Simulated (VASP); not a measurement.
Crystal: BaS.

```
Ba S
1.0
     4.05535    0.00000    0.00000
     0.00000    3.83376    0.00000
     0.00000    0.00000    3.83376
Ba S
1 1
Direct
  0.00000 0.00000 0.00000
  0.50000 0.50000 0.50000
```

This cell differs from its parent crystal: uniaxial x strain +5.8%.

Base run:

| Item | Value |
| --- | --- |
| Program | VASP 6.6.1 |
| Functional | r2SCAN |
| Potentials or basis | VASP PAW PBE potentials, release 64 (Ba_sv, S) |
| Cutoff | 550 eV |
| k mesh | 6 × 6 × 6 |
| Occupations | gaussian, width 0.01 eV |
| Spin | no spin polarisation |

Its results: band gap on the k mesh 1.68 eV (least direct gap 1.82 eV); pressure -1.7 GPa.

**Question.** The run is repeated on the same cell with these changes: functional from r2SCAN to HSE06; cutoff from 550 eV to 400 eV; k mesh from 6 × 6 × 6 to 4 × 4 × 4. What comes out?

**Answer.** Band gap on the k mesh 2.20 eV (least direct gap 2.36 eV); pressure -2.1 GPa.

Several settings changed at once.

Caveats: the PAW data sets were made with another functional, which shifts forces and pressure a little; spin-orbit coupling is left out, which moves the levels of the heavy elements.

A k mesh can miss the band edges.
